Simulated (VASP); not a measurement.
Here is a VASP 6.6.1 calculation.

The input INCAR:

```
PREC = Accurate ; ENCUT = 600
EDIFF = 1E-6 ; ISMEAR = 0
SIGMA = 0.1 ; LREAL = F
LASPH = T ; NELM = 100
ALGO = Fast ; ISIF = 3
LWAVE = F ; LCHARG = F
GGA = PE ; IBRION = 2
NSW = 100 ; EDIFFG = -0.01
```

The input KPOINTS:

```
regular mesh
0
Gamma
  6 6 6
```

The input POSCAR:

```
SiBr5
1.0
    0.0000000000      5.5188530139      5.5188530139
    5.5188530139      0.0000000000      5.5188530139
    5.5188530139      5.5188530139      0.0000000000
Si Br
1 5
Direct
    0.2500000000      0.2500000000      0.2500000000
    0.7500000000      0.7500000000      0.7500000000
    0.1343914933      0.5968255201      0.1343914933
    0.1343914933      0.1343914933      0.1343914933
    0.5968255201      0.1343914933      0.1343914933
    0.1343914933      0.1343914933      0.5968255201
```

Potentials or basis: VASP PAW PBE potentials, release 64 (Si, Br).

Launch:

```console
$ cat potpaw_PBE.64/Si/POTCAR potpaw_PBE.64/Br/POTCAR > POTCAR
$ mpirun -np 1 vasp_std > vasp.out
```

Q: Estimate the band gap on the k mesh.

A: Zero (an odd number of electrons rules out a gap without spin polarisation).

Final structure:
```
Si Br
1.0
     0.00000    5.51885    5.51885
     5.51885    0.00000    5.51885
     5.51885    5.51885    0.00000
Si Br
1 5
Direct
  0.25000 0.25000 0.25000
  0.75000 0.75000 0.75000
  0.13439 0.59683 0.13439
  0.13439 0.13439 0.13439
  0.59683 0.13439 0.13439
  0.13439 0.13439 0.59683
```

Caveat: an odd number of electrons without spin polarisation forces a metal; a magnetic or distorted state may lie lower.
